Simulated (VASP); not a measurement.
# BeTe (P4_12_12) in VASP: a series of runs, part 2 of 2

VASP 6.6.1.

## Step 3: Relaxation of cell and atoms, PBE

This run uses another cell than the first one, of 17.80 Å³/atom.

Contents of INCAR:

```
ALGO = Normal ; EDIFF = 1E-6
EDIFFG = -0.04 ; ENCUT = 600
GGA = PE ; IBRION = 2
ISIF = 3 ; ISMEAR = 0
LASPH = T ; LCHARG = F
LREAL = F ; LWAVE = F
NELM = 100 ; NSW = 90
PREC = Accurate ; SIGMA = 0.1
```

Contents of KPOINTS:

```
k-points
0
Gamma
  4 4 6
```

Contents of POSCAR:

```
BeTe
1.0
    6.3890996900      0.0000000000      0.0000000000
    0.0000000000      6.3890996900      0.0000000000
    0.0000000000      0.0000000000      3.4878910400
Be Te
4 4
Direct
    0.6692432600      0.6692432600      0.5000000000
    0.1692432600      0.8307567400      0.2500000000
    0.3307567400      0.3307567400      0.0000000000
    0.8307567400      0.1692432600      0.7500000000
    0.8307567400      0.8307567400      0.0000000000
    0.3307567400      0.6692432600      0.7500000000
    0.1692432600      0.1692432600      0.5000000000
    0.6692432600      0.3307567400      0.2500000000
```

Potentials or basis: VASP PAW PBE potentials, release 64 (Be, Te).

On the command line:

```
cat potpaw_PBE.64/Be/POTCAR potpaw_PBE.64/Te/POTCAR > POTCAR
mpirun -np 1 vasp_std > vasp.out
```

OUTCAR:

```text
EDIFF = 1E-6
   EDIFFG = -0.04
   ENCUT = 600
   GGA = PE
   IBRION = 2
   ISIF = 3
   ISMEAR = 0
   LASPH = T
   LREAL = F
   NELM = 100
   NSW = 90
   PREC = Accurate

 ion  position               nearest neighbor table
   1  0.669  0.669  0.500-   5 2.27   5 2.27   8 2.33   6 2.33
   2  0.169  0.831  0.250-   6 2.27   6 2.27   7 2.33   5 2.33
   3  0.331  0.331  0.000-   7 2.27   7 2.27   8 2.33   6 2.33
   4  0.831  0.169  0.750-   8 2.27   8 2.27   5 2.33   7 2.33
   5  0.831  0.831  0.000-   1 2.27   1 2.27   4 2.33   2 2.33   8 3.47   6 3.47   8 3.47   6 3.47
                             7 3.52   7 3.52
   6  0.331  0.669  0.750-   2 2.27   2 2.27   3 2.33   1 2.33   7 3.47   5 3.47   7 3.47   5 3.47
                             8 3.52   8 3.52
   7  0.169  0.169  0.500-   3 2.27   3 2.27   4 2.33   2 2.33   8 3.47   6 3.47   6 3.47   8 3.47
                             5 3.52   5 3.52
   8  0.669  0.331  0.250-   4 2.27   4 2.27   1 2.33   3 2.33   7 3.47   5 3.47   5 3.47   7 3.47
                             6 3.52   6 3.52

  LATTYP: Found a simple tetragonal cell.
 ALAT       =     6.3890996900
 C/A-ratio  =     0.5459127591

  Lattice vectors:

 A1 = (   6.3890996900,   0.0000000000,   0.0000000000)
 A2 = (   0.0000000000,   6.3890996900,   0.0000000000)
 A3 = (   0.0000000000,   0.0000000000,   3.4878910400)

Analysis of symmetry for initial positions (statically):
=====================================================================
 Subroutine PRICEL returns:
 Original cell was already a primitive cell.

 Routine SETGRP: Setting up the symmetry group for a
 simple tetragonal supercell.

 Subroutine GETGRP returns: Found  8 space group operations
 (whereof  2 operations were pure point group operations)
 out of a pool of 16 trial point group operations.

The static configuration has the point symmetry C_2 .
 The point group associated with its full space group is D_4 .

Analysis of symmetry for dynamics (positions and initial velocities):
=====================================================================
 Subroutine PRICEL returns:
 Original cell was already a primitive cell.

 Routine SETGRP: Setting up the symmetry group for a
 simple tetragonal supercell.

 Subroutine GETGRP returns: Found  8 space group operations
 (whereof  2 operations were pure point group operations)
 out of a pool of 16 trial point group operations.

The dynamic configuration has the point symmetry C_2 .
 The point group associated with its full space group is D_4 .

 Subroutine INISYM returns: Found  8 space group operations
 (whereof  2 operations are pure point group operations),
 and found     1 'primitive' translations

----------------------------------------------------------------------------------------

                                     Primitive cell

  volume of cell :     142.3778

  direct lattice vectors                    reciprocal lattice vectors
     6.389099690  0.000000000  0.000000000     0.156516575  0.000000000  0.000000000
     0.000000000  6.389099690  0.000000000     0.000000000  0.156516575  0.000000000
     0.000000000  0.000000000  3.487891040     0.000000000  0.000000000  0.286706204

  length of vectors
     6.389099690  6.389099690  3.487891040     0.156516575  0.156516575  0.286706204

  position of ions in fractional coordinates (direct lattice)
     0.669243260  0.669243260  0.500000000
     0.169243260  0.830756740  0.250000000
     0.330756740  0.330756740  0.000000000
     0.830756740  0.169243260  0.750000000
     0.830756740  0.830756740  0.000000000
     0.330756740  0.669243260  0.750000000
     0.169243260  0.169243260  0.500000000
     0.669243260  0.330756740  0.250000000

  ion indices of the primitive-cell ions
   primitive index   ion index
                 1           1
                 2           2
                 3           3
                 4           4
                 5           5
                 6           6
                 7           7
                 8           8

----------------------------------------------------------------------------------------

 KPOINTS: k-points

Automatic generation of k-mesh.
 Grid dimensions read from file:
 generate k-points for:    4    4    6

 Generating k-lattice:

  Cartesian coordinates                     Fractional coordinates (reciprocal lattice)
     0.039129144  0.000000000  0.000000000     0.250000000  0.000000000  0.000000000
     0.000000000  0.039129144  0.000000000     0.000000000  0.250000000  0.000000000
     0.000000000  0.000000000  0.047784367     0.000000000  0.000000000  0.166666667

  Length of vectors
     0.039129144  0.039129144  0.047784367

  Shift w.r.t. Gamma in fractional coordinates (k-lattice)
     0.000000000  0.000000000  0.000000000

 Subroutine IBZKPT returns following result:
 ===========================================

 Found     24 irreducible k-points:

 Following reciprocal coordinates:
            Coordinates               Weight
  0.000000  0.000000  0.000000      1.000000
  0.250000  0.000000  0.000000      4.000000
  0.500000  0.000000  0.000000      2.000000
  0.250000  0.250000  0.000000      4.000000
  0.500000  0.250000  0.000000      4.000000
  0.500000  0.500000  0.000000      1.000000
[... 16 lines left out ...]
  0.500000  0.250000  0.500000      4.000000
  0.500000  0.500000  0.500000      1.000000
   k-points           NKPTS =     24   k-points in BZ     NKDIM =     24   number of bands    NBANDS=     21
   number of dos      NEDOS =    301   number of ions     NIONS =      8
   total plane-waves  NPLWV =  81648
   dimension x,y,z NGX =    54 NGY =   54 NGZ =   28
   dimension x,y,z NGXF=   108 NGYF=  108 NGZF=   56
   ions per type =               4   4
   NGX,Y,Z   is equivalent  to a cutoff of  14.05, 14.05, 13.35 a.u.
   NGXF,Y,Z  is equivalent  to a cutoff of  28.10, 28.10, 26.69 a.u.
 SYSTEM =  unknown system
   PREC   = accura    normal or accurate (medium, high low for compatibility)
   ISTART =      0    job   : 0-new  1-cont  2-samecut
   ICHARG =      2    charge: 1-file 2-atom 10-const
   ISPIN  =      1    spin polarized calculation?
   LNONCOLLINEAR =      F non collinear calculations
   LSORBIT =      F    spin-orbit coupling
   LASPH  =      T    aspherical Exc in radial PAW
   ENCUT  =  600.0 eV  44.10 Ry    6.64 a.u.  12.76 12.76  6.97*2*pi/ulx,y,z
   NELM   =    100;   NELMIN=  2; NELMDL= -5     # of ELM steps
   EDIFF  = 0.1E-05   stopping-criterion for ELM
   LREAL  =      F    real-space projection
   EDIFFG = -.4E-01   stopping-criterion for IOM
   NSW    =     90    number of steps for IOM
   IBRION =      2    ionic relax: 0-MD 1-quasi-New 2-CG
   NFREE  =      1    steps in history (QN), initial steepest desc. (CG)
   ISIF   =      3    stress and relaxation
   ISYM   =      2    0-nonsym 1-usesym 2-fastsym
   POTIM  = 0.5000    time-step for ionic-motion
   TEBEG  =    0.0;   TEEND  =   0.0 temperature during run
   PSTRESS=    0.0 pullay stress
   NELECT =      32.0000    total number of electrons
   NUPDOWN=      -1.0000    fix difference up-down
   EMIN   =  10.00;   EMAX   =-10.00  energy-range for DOS
   EFERMI =   0.00;   METHOD = LEGACY
   ISMEAR =     0;   SIGMA  =   0.10  broadening in eV -4-tet -1-fermi 0-gaus
   EFERMI_NEDOS =   21; number of points for ismear=-14 and -15
   IALGO  =     38    algorithm
   IMIX   =      4    mixing-type and parameters
     AMIX     =   0.40;   BMIX     =  1.00
     AMIX_MAG =   1.60;   BMIX_MAG =  1.00
  volume/ion in A,a.u.               =      17.80       120.10
  Fermi-wavevector in a.u.,A,eV,Ry     =   0.995354  1.880946 13.479685  0.990729
  Thomas-Fermi vector in A             =   2.127368
   LORBIT       =      0    0 simple, 1 ext, 2 COOP (PROOUT), +10 PAW based schemes
   GGA     = PE    functional components
   LHFCALC =     F    Hartree Fock is set to
   AEXX    =    0.0000 exact exchange contribution
   IVDW    =     0    specifies the selected vdW correction
   LEPSILON=     F    determine dielectric tensor
   LRPA    =     F    only Hartree local field effects (RPA)
 conjugate gradient relaxation of ions
 non-spin polarized calculation
 Gauss-broadening in eV      SIGMA  =   0.10
  energy-cutoff  :      600.00
  volume of cell :      142.38
 maximum number of plane-waves:      4780
 NGX is ok and might be reduce to    54
   NGX = 25   NGY = 25   NGZ = 13

--------------------------------------- Ionic step        1  -------------------------------------------

 number of electron      31.9999999 magnetization

 Free energy of the ion-electron system (eV)
  ---------------------------------------------------
  ext. energy  EPLUGINS =         0.00000000
  ---------------------------------------------------
  free energy    TOTEN  =       -25.82116023 eV

  energy without entropy =      -25.82110623  energy(sigma->0) =      -25.82113323

 E-fermi :   8.3912     XC(G=0): -10.0220

 val. band max:        8.1969527247   @ k =   0.0000   0.0000   0.1667
 cond. band min:       8.5854648693   @ k =   0.0000   0.0000   0.5000
 fundamental gap:      0.3885121445
 Fermi energy:         8.3912087986

 k-point     1 :       0.0000    0.0000    0.0000
  band No.  band energies     occupation
      1      -6.2548      2.00000
      2      -4.1354      2.00000
      3      -4.1354      2.00000
      4      -4.0763      2.00000
      5       0.8451      2.00000
      6       1.8633      2.00000
[... 1355 lines left out ...]
  energy  without entropy=      -28.2238028644  energy(sigma->0) =      -28.22380286

--------------------------------------- Ionic step        6  -------------------------------------------

 number of electron      31.9999995 magnetization

 Free energy of the ion-electron system (eV)
  ---------------------------------------------------
  ext. energy  EPLUGINS =         0.00000000
  ---------------------------------------------------
  free energy    TOTEN  =       -28.22501835 eV

  energy without entropy =      -28.22501835  energy(sigma->0) =      -28.22501835

 E-fermi :   5.5961     XC(G=0):  -9.0097

 val. band max:        5.1522046415   @ k =   0.0000   0.0000   0.1667
 cond. band min:       6.4522789174   @ k =   0.0000   0.0000   0.5000
 fundamental gap:      1.3000742759
 Fermi energy:         5.5960685188

 k-point     1 :       0.0000    0.0000    0.0000
  band No.  band energies     occupation
      1      -7.3661      2.00000
      2      -5.9683      2.00000
      3      -5.9683      2.00000
      4      -5.7557      2.00000
      5      -0.7329      2.00000
      6       0.5391      2.00000
[... 600 lines left out ...]
  FREE ENERGIE OF THE ION-ELECTRON SYSTEM (eV)
  ---------------------------------------------------
  free  energy   TOTEN  =       -28.2250183478 eV

  energy  without entropy=      -28.2250183478  energy(sigma->0) =      -28.22501835

 reached required accuracy - stopping structural energy minimisation
```

It took 3.9 min on 1 thread of Intel Xeon Platinum 8488C (Sapphire Rapids), shared host; peak memory 0.32 GiB.

Results:

- Free energy: -28.2250 eV
- Relaxed volume: 22.82 Å³/atom
- Relaxed cell: a = 6.884 Å, b = 6.884 Å, c = 3.853 Å, α = 90.00°, β = 90.00°, γ = 90.00°
- Space group after relaxing (to 0.1 Å): P4_12_12 (No. 92)
- Energy gained by relaxing: 300.5 meV/atom
- Ionic steps: 6
- Pressure after relaxing: -0.1 GPa
- Largest force after relaxing: 0.027 eV/Å
- Band gap on the k mesh: 1.30 eV (least direct gap 2.23 eV)

Forces on the atoms (eV/Å):
```
Be   0.002  0.002  0.000
Be   0.002 -0.002  0.000
Be  -0.002 -0.002  0.000
Be  -0.002  0.002  0.000
Te  -0.019 -0.019  0.000
Te  -0.019  0.019  0.000
Te   0.019  0.019  0.000
Te   0.019 -0.019  0.000
```

The path:
| step | energy change (eV) | largest force (eV/Å) | pressure (GPa) | volume (Å³) |
| --- | --- | --- | --- | --- |
| 1 | 0.0000 | 0.3576 | 22.92 | 142.38 |
| 2 | -2.0727 | 0.1012 | -4.64 | 201.42 |
| 3 | -2.3949 | 0.1819 | 0.22 | 181.36 |
| 4 | -2.3952 | 0.1782 | -0.05 | 182.20 |
| 5 | -2.4026 | 0.0826 | -0.09 | 182.44 |
| 6 | -2.4039 | 0.0266 | -0.10 | 182.58 |

Final structure:
```cif
data_structure
_symmetry_space_group_name_H-M 'P 1'
_symmetry_Int_Tables_number 1
_cell_length_a 6.8841
_cell_length_b 6.8841
_cell_length_c 3.8527
_cell_angle_alpha 90.000
_cell_angle_beta 90.000
_cell_angle_gamma 90.000
_cell_volume 182.58
loop_
_atom_site_label
_atom_site_type_symbol
_atom_site_fract_x
_atom_site_fract_y
_atom_site_fract_z
_atom_site_occupancy
Be1 Be 0.67012 0.67012 0.50000 1
Be2 Be 0.17012 0.82988 0.25000 1
Be3 Be 0.32988 0.32988 0.00000 1
Be4 Be 0.82988 0.17012 0.75000 1
Te1 Te 0.82803 0.82803 0.00000 1
Te2 Te 0.32803 0.67197 0.75000 1
Te3 Te 0.17197 0.17197 0.50000 1
Te4 Te 0.67197 0.32803 0.25000 1
```

Caveat: the volume moved by over 15 % at a fixed basis, so the end points are rough; spin-orbit coupling is left out, which moves the levels of the heavy elements. A k mesh can miss the band edges.
